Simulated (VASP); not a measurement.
Here is a VASP 6.6.1 calculation.

Contents of INCAR:

```
PREC = Accurate
ENCUT = 520
EDIFF = 1E-7
ISMEAR = 0
SIGMA = 0.05
LREAL = False
LASPH = True
NELM = 100
ALGO = Normal
ISIF = 2
LWAVE = False
LCHARG = True
GGA = PE
LELF = True
LVHAR = True
NBANDS = 16
```

The input KPOINTS:

```
Automatic mesh
0
Gamma
  12 12 6
```

The input POSCAR:

```
AlN
1.0
    3.1302395629      0.0000000000      0.0000000000
   -1.5651197815      2.7108669814      0.0000000000
    0.0000000000      0.0000000000      5.0179796548
Al N
2 2
Direct
    0.3562511275      0.6518451680     -0.0106568537
    0.6803178060      0.3412300129      0.5082320115
    0.3082895870      0.6640987919      0.3854155713
    0.6551414794      0.3428260273      0.8870092710
```

Potentials or basis: VASP PAW PBE potentials, release 64 (Al, N).

The run is started by

```bash
$ cat potpaw_PBE.64/Al/POTCAR potpaw_PBE.64/N/POTCAR > POTCAR
$ mpirun -np 1 vasp_std > vasp.out
```

Problem. What does it give for the pressure?

Solution. 2.9 GPa.

Problem. Predict the band gap on the k mesh.

Solution. 3.77 eV.

Forces on the atoms (eV/Å):
```
Al  -3.170  1.619  1.937
Al  -1.537 -0.628 -0.775
N    1.738  0.568 -0.303
N    2.968 -1.560 -0.859
```

Caveat: the cell differs from its parent crystal (atoms moved at random); forces of over 1 eV/Å act on the atoms, so gaps and moduli don't describe the material at rest. A k mesh can miss the band edges.
